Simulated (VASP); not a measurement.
# CdF2 (Fm-3m) in VASP: further runs, part 2 of 2

VASP 6.6.1. The steps go on from the part before.

### 4 Single point, LDA

This run uses another cell than the first one, of 12.51 Å³/atom, 1.091 times its volume.

Contents of INCAR:

```
ALGO = Normal ; EDIFF = 1E-6
ENCUT = 520 ; ISIF = 2
ISMEAR = 1 ; LASPH = T
LCHARG = F ; LREAL = F
LWAVE = F ; NBANDS = 20
NELM = 80 ; PREC = Accurate
SIGMA = 0.01
```

Contents of KPOINTS:

```
k-points
0
Gamma
  6 6 6
```

Contents of POSCAR:

```
CdF2
1.0
    0.0000000000      2.6575901313      2.6575901313
    2.6575901313      0.0000000000      2.6575901313
    2.6575901313      2.6575901313      0.0000000000
Cd F
1 2
Direct
    0.0000000000      0.0000000000      0.0000000000
    0.2500000000      0.2500000000      0.2500000000
    0.7500000000      0.7500000000      0.7500000000
```

Potentials or basis: VASP PAW LDA potentials, release 64 (Cd, F).

Run with:

```bash
> cat potpaw_LDA.64/Cd/POTCAR potpaw_LDA.64/F/POTCAR > POTCAR
> mpirun -np 1 vasp_std > vasp.out
```

OUTCAR:

```text
EDIFF = 1E-6
   ENCUT = 520
   ISIF = 2
   ISMEAR = 1
   LASPH = T
   LREAL = F
   NELM = 80
   PREC = Accurate

 ion  position               nearest neighbor table
   1  0.000  0.000  0.000-   3 2.30   3 2.30   3 2.30   2 2.30   3 2.30   2 2.30   2 2.30   2 2.30

   2  0.250  0.250  0.250-   1 2.30   1 2.30   1 2.30   1 2.30
   3  0.750  0.750  0.750-   1 2.30   1 2.30   1 2.30   1 2.30

  LATTYP: Found a face centered cubic cell.
 ALAT       =     5.3151802626

  Lattice vectors:

 A1 = (   0.0000000000,   2.6575901313,   2.6575901313)
 A2 = (   2.6575901313,   0.0000000000,   2.6575901313)
 A3 = (   2.6575901313,   2.6575901313,   0.0000000000)

Analysis of symmetry for initial positions (statically):
=====================================================================
 Subroutine PRICEL returns:
 Original cell was already a primitive cell.

 Routine SETGRP: Setting up the symmetry group for a
 face centered cubic supercell.
[... 154 lines left out ...]
  ext. energy  EPLUGINS =         0.00000000
  ---------------------------------------------------
  free energy    TOTEN  =       -12.73651478 eV

  energy without entropy =      -12.73654699  energy(sigma->0) =      -12.73652552

 E-fermi :  -1.3457     XC(G=0): -11.3494

 val. band max:       -1.3541370078   @ k =  -0.3333   0.5000   0.1667
 cond. band min:       1.6068834940   @ k =   0.0000   0.0000   0.0000
 fundamental gap:      2.9610205018
 Fermi energy:        -1.3457181857

 k-point     1 :       0.0000    0.0000    0.0000
  band No.  band energies     occupation
      1     -22.0258      2.00000
      2     -20.7159      2.00000
      3      -7.1304      2.00000
      4      -7.1304      2.00000
      5      -7.1304      2.00000
      6      -5.6594      2.00000
[... 357 lines left out ...]
     19      18.8688      0.00000
     20      19.4056      0.00000

------------------------ aborting loop because EDIFF is reached ----------------------------------------

  FORCE on cell =-STRESS in cart. coord.  units (eV):
  Direction    XX          YY          ZZ          XY          YZ          ZX
  --------------------------------------------------------------------------------------
  -------------------------------------------------------------------------------------
  Total       -0.0071700     -0.0071700     -0.0071700     -0.0000000      0.0000000      0.0000000
  in kB       -0.3060121     -0.3060121     -0.3060121     -0.0000000      0.0000000      0.0000000
  external PRESSURE =      -0.3060121 kB  Pullay stress =       0.0000000 kB

 VOLUME and BASIS-vectors are now :
 -----------------------------------------------------------------------------
  energy-cutoff  :      520.00
  volume of cell :       37.54
      direct lattice vectors                 reciprocal lattice vectors
     0.000000000  2.657590131  2.657590131    -0.188140374  0.188140374  0.188140374
     2.657590131  0.000000000  2.657590131     0.188140374 -0.188140374  0.188140374
     2.657590131  2.657590131  0.000000000     0.188140374  0.188140374 -0.188140374

 POSITION                                       TOTAL-FORCE (eV/Angst)
 -----------------------------------------------------------------------------------
      0.00000      0.00000      0.00000        -0.000000     -0.000000     -0.000000
      1.32880      1.32880      1.32880        -0.000000     -0.000000     -0.000000
      3.98639      3.98639      3.98639         0.000000      0.000000      0.000000
 -----------------------------------------------------------------------------------
    total drift:                                0.000000      0.000000      0.000000

  FREE ENERGIE OF THE ION-ELECTRON SYSTEM (eV)
  ---------------------------------------------------
  free  energy   TOTEN  =       -12.7365147840 eV

  energy  without entropy=      -12.7365469946  energy(sigma->0) =      -12.73652552
```

OSZICAR:

```text
N       E                     dE             d eps       ncg     rms          rms(c)
DAV:   1     0.197798538237E+03    0.19780E+03   -0.15572E+04   672   0.133E+03
DAV:   2    -0.622539656481E+01   -0.20402E+03   -0.19622E+03   684   0.349E+02
DAV:   3    -0.142220279468E+02   -0.79966E+01   -0.79756E+01   728   0.757E+01
DAV:   4    -0.142568616149E+02   -0.34834E-01   -0.34832E-01   684   0.510E+00
DAV:   5    -0.142569879883E+02   -0.12637E-03   -0.12637E-03   712   0.279E-01    0.106E+01
DAV:   6    -0.127575208799E+02    0.14995E+01   -0.34079E+00   820   0.344E+01    0.805E+00
DAV:   7    -0.127687762497E+02   -0.11255E-01   -0.68522E-01   668   0.752E+00    0.460E+00
DAV:   8    -0.127445641181E+02    0.24212E-01   -0.12931E-01   660   0.329E+00    0.674E-01
DAV:   9    -0.127362330087E+02    0.83311E-02   -0.27053E-02   824   0.217E+00    0.895E-02
DAV:  10    -0.127364978902E+02   -0.26488E-03   -0.25417E-03   664   0.492E-01    0.691E-02
DAV:  11    -0.127365163032E+02   -0.18413E-04   -0.54424E-05   712   0.974E-02    0.253E-02
DAV:  12    -0.127365147163E+02    0.15869E-05   -0.15236E-05   664   0.354E-02    0.146E-02
DAV:  13    -0.127365147840E+02   -0.67691E-07   -0.13205E-06   564   0.167E-02
   1 F= -.12736515E+02 E0= -.12736526E+02  d E =0.322106E-04
```

stdout:

```text
POSCAR found type information on POSCAR CdF
 POSCAR found :  2 types and       3 ions
 scaLAPACK will be used
 LDA part: xc-table for (Slater(with rela. corr.)+CA(PZ))
 , standard interpolation
 POSCAR, INCAR and KPOINTS ok, starting setup
 FFT: planning ... GRIDC
 FFT: planning ... GRID_SOFT
 FFT: planning ... GRID
 WAVECAR not read
 entering main loop
```

It took 10 s on 1 thread of AMD EPYC 7R13 (Zen 3), shared host; peak memory 0.11 GiB.

What came out:

```yaml
Free_energy: -12.7365 eV
Pressure: 0.0 GPa
Band_gap_on_the_k_mesh: 2.96 eV, indirect (least direct gap 3.37 eV)
```

Levels at points of the mesh, in eV from the valence-band top:
```csv
k point,band 9,band 10,band 11,band 12,band 13,band 14,band 15,band 16,band 17,band 18
"(0.00, 0.00, 0.00)",-1.10,-1.10,-0.40,-0.40,-0.40,2.96,12.51,12.51,12.51,17.51
"(0.50, 0.00, 0.00)",-2.53,-2.04,-2.04,-0.34,-0.34,7.28,8.94,14.51,14.51,18.10
"(0.50, 0.50, 0.00)",-3.26,-3.14,-0.58,-0.08,-0.08,8.10,9.58,11.55,14.32,14.32
```

A k mesh can miss the band edges.

### 5 Single point, LDA

This run uses another cell than the first one, of 13.03 Å³/atom, 1.136 times its volume.

Contents of INCAR:

```
SYSTEM = CdF2
ALGO = Normal ; EDIFF = 1E-7
ENCUT = 520 ; GGA = CA
ISIF = 2 ; ISMEAR = 1
LASPH = .TRUE. ; LCHARG = .FALSE.
LREAL = .FALSE. ; LWAVE = .FALSE.
NBANDS = 20 ; NELM = 80
PREC = Accurate ; SIGMA = 0.01
```

Contents of KPOINTS:

```
k-points
0
G
  6 6 6
  0 0 0
```

Contents of POSCAR:

```
CdF2
1.0
    0.0000000000      2.6940000000      2.6940000000
    2.6940000000      0.0000000000      2.6940000000
    2.6940000000      2.6940000000      0.0000000000
Cd F
1 2
Direct
    0.0000000000      0.0000000000      0.0000000000
    0.2500000000      0.2500000000      0.2500000000
    0.7500000000      0.7500000000      0.7500000000
```

Run with:

```bash
> cat potpaw_LDA.64/Cd/POTCAR potpaw_LDA.64/F/POTCAR > POTCAR
> mpirun -np 1 vasp_std > vasp.out
```

Run time: 10 s. Hardware: 1 thread of AMD EPYC 7R13 (Zen 3), shared host; peak memory 0.11 GiB.

Results (log left out):

- Free energy: -12.7158 eV
- Pressure: -4.7 GPa
- Band gap on the k mesh: 2.82 eV, indirect (least direct gap 3.28 eV)

Levels at points of the mesh, in eV from the valence-band top:
```csv
k point,band 11,band 12,band 13,band 14,band 15,band 16
"(0.00, 0.00, 0.00)",-0.46,-0.46,-0.46,2.82,12.33,12.33
"(0.50, 0.00, 0.00)",-1.88,-0.37,-0.37,6.97,8.81,14.16
"(0.50, 0.50, 0.00)",-0.50,-0.07,-0.07,7.77,9.36,11.47
```

A k mesh can miss the band edges.

### 6 Single point, LDA

This run uses another cell than the first one, of 13.56 Å³/atom, 1.182 times its volume.

Contents of INCAR:

```
  ALGO = Normal
  EDIFF = 1E-7
  ENCUT = 520
  ISIF = 2
  ISMEAR = 1
  LASPH = True
  LCHARG = True
  LELF = True
  LREAL = False
  LVHAR = True
  LWAVE = False
  NBANDS = 20
  NELM = 100
  PREC = Accurate
  SIGMA = 0.01
```

Contents of KPOINTS:

```
k-points
0
Gamma
  6 6 6
```

Contents of POSCAR:

```
CdF2
1.0
    0.0000000000      2.7294514339      2.7294514339
    2.7294514339      0.0000000000      2.7294514339
    2.7294514339      2.7294514339      0.0000000000
Cd F
1 2
Direct
    0.0000000000      0.0000000000      0.0000000000
    0.2500000000      0.2500000000      0.2500000000
    0.7500000000      0.7500000000      0.7500000000
```

Potentials or basis: VASP PAW LDA potentials, release 64 (Cd, F).

Run with:

```bash
> cat potpaw_LDA.64/Cd/POTCAR potpaw_LDA.64/F/POTCAR > POTCAR
> mpirun -np 1 vasp_std > vasp.out
```

Run time: 14 s. Hardware: 1 thread of AMD EPYC 7R13 (Zen 3), shared host; peak memory 0.12 GiB.

The run converged. Its results:

| Property | Result |
| --- | --- |
| Free energy | -12.6539 eV |
| Pressure | -8.4 GPa |
| Band gap on the k mesh | 2.68 eV, indirect (least direct gap 3.19 eV) |

Levels at points of the mesh, in eV from the valence-band top:
```tsv
k point	band 9	band 10	band 11	band 12	band 13	band 14	band 15	band 16	band 17	band 18
(0.00, 0.00, 0.00)	-0.89	-0.89	-0.51	-0.51	-0.51	2.68	12.14	12.14	12.14	16.80
(0.50, 0.00, 0.00)	-2.17	-1.74	-1.74	-0.39	-0.39	6.68	8.69	13.82	13.82	17.54
(0.50, 0.50, 0.00)	-2.83	-2.83	-0.43	-0.07	-0.07	7.46	9.14	11.39	13.61	13.61
```

### 7 Overview

| cell | gap on the mesh (eV) | pressure (GPa) |
| --- | --- | --- |
| a = 3.651 Å, angles 60.0°, 3 atoms | 3.28 | 13.7 |
| a = 3.705 Å, angles 60.0°, 3 atoms | 3.11 | 5.9 |
| a = 3.758 Å, angles 60.0°, 3 atoms | 2.96 | 0.0 |
| a = 3.810 Å, angles 60.0°, 3 atoms | 2.82 | -4.7 |
| a = 3.860 Å, angles 60.0°, 3 atoms | 2.68 | -8.4 |

Alike in all rows: task single point; level LDA; potentials or basis VASP PAW LDA potentials, release 64 (Cd, F); no spin polarisation; k mesh 6 × 6 × 6; cutoff (eV) 520; smearing methfessel-paxton 0.01 eV.

Absolute energies hang on the potentials; compare differences alone.
